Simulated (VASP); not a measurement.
Here is a VASP 6.6.1 calculation.

POSCAR

```
Pt
1.0
    0.0000000000      2.6951100335      2.6951100335
    2.6951100335      0.0000000000      2.6951100335
    2.6951100335      2.6951100335      0.0000000000
Pt
2
Direct
   -0.1250000000     -0.1250000000     -0.1250000000
    0.1250000000      0.1250000000      0.1250000000
```

Contents of INCAR.step1:

```
PREC = Accurate ; ENCUT = 520
ISMEAR = -1 ; SIGMA = 0.05
LREAL = False ; LASPH = True
NELM = 60 ; NBANDS = 17
GGA = PE ; ALGO = Normal
EDIFF = 1E-4 ; LWAVE = True
LCHARG = False
```

The input INCAR.step2:

```
PREC = Accurate ; ENCUT = 520
EDIFF = 1E-8 ; ISMEAR = -1
SIGMA = 0.05 ; LREAL = False
LASPH = True ; NELM = 60
ALGO = Normal ; ISIF = 2
LWAVE = False ; LCHARG = False
METAGGA = R2SCAN ; LMIXTAU = True
LEFG = True ; NBANDS = 17
ISTART = 1
```

Contents of KPOINTS:

```
Automatic mesh
0
Gamma
  10 10 10
```

Potentials or basis: VASP PAW PBE potentials, release 64 (Pt).

Launch:

```bash
$ cat potpaw_PBE.64/Pt/POTCAR > POTCAR
$ cp INCAR.step1 INCAR
$ mpirun -np 1 vasp_std > vasp.out
$ cp INCAR.step2 INCAR
$ mpirun -np 1 vasp_std > vasp.out
```

Task: Estimate the band gap on the k mesh.

Result: Zero (bands 10 and 11 overlap by 0.79 eV).

Task: What does it give for the pressure?

Result: 36.8 GPa.

Caveat: the cell stands under pressure; the PAW data sets were made with another functional, which shifts forces and pressure a little; spin-orbit coupling is left out, which moves the levels of the heavy elements.
